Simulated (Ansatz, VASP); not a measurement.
**Sc: VASP beside Ansatz**

```xyz
4
Lattice="5.3360 0.0000 0.0000 0.0000 5.3360 0.0000 0.0000 0.0000 3.4834" Properties=species:S:1:pos:R:3 pbc="T T T"
Sc    2.6680    2.6680    0.0000
Sc    0.0000    0.0000    0.0000
Sc    2.6680    0.0000    1.7121
Sc    0.0000    2.6680    1.7713
```

Alike in both runs: task single point; functional PBEsol; k mesh 8 × 8 × 12; occupations gaussian, width 0.1 eV; no spin polarisation.

|  | VASP | Ansatz |
| --- | --- | --- |
| version | VASP 6.6.1 | Ansatz 0.2.0 |
| potentials or method | VASP PAW PBE potentials, release 64 (Sc_sv), cutoff 520 eV | scalar-relativistic, plane waves, PAW |
| valence electrons in the cell | 44 | 44 |

VASP gave:

```
gap on the k mesh at the Fermi level (eV)                     : none
pressure (GPa)                                                : -2.0
traceless stress, the component that is largest in VASP (GPa) : 0.25
rms of the force components (eV/Å)                            : 0.024
```

Task: What did Ansatz give for the same quantities?

Result: gap on the k mesh at the Fermi level (eV): none; pressure (GPa): -2.0; traceless stress, the component that is largest in VASP (GPa): 0.26; rms of the force components (eV/Å): 0.024.

VASP's potentials were made for PBE, not for PBEsol. Atom by atom the forces differ by 0.000 eV/Å (rms over components). A gap of «none» marks a metal or a gap that the smearing closes. With one functional, cell and mesh, what is left measures potentials, basis and numerics.
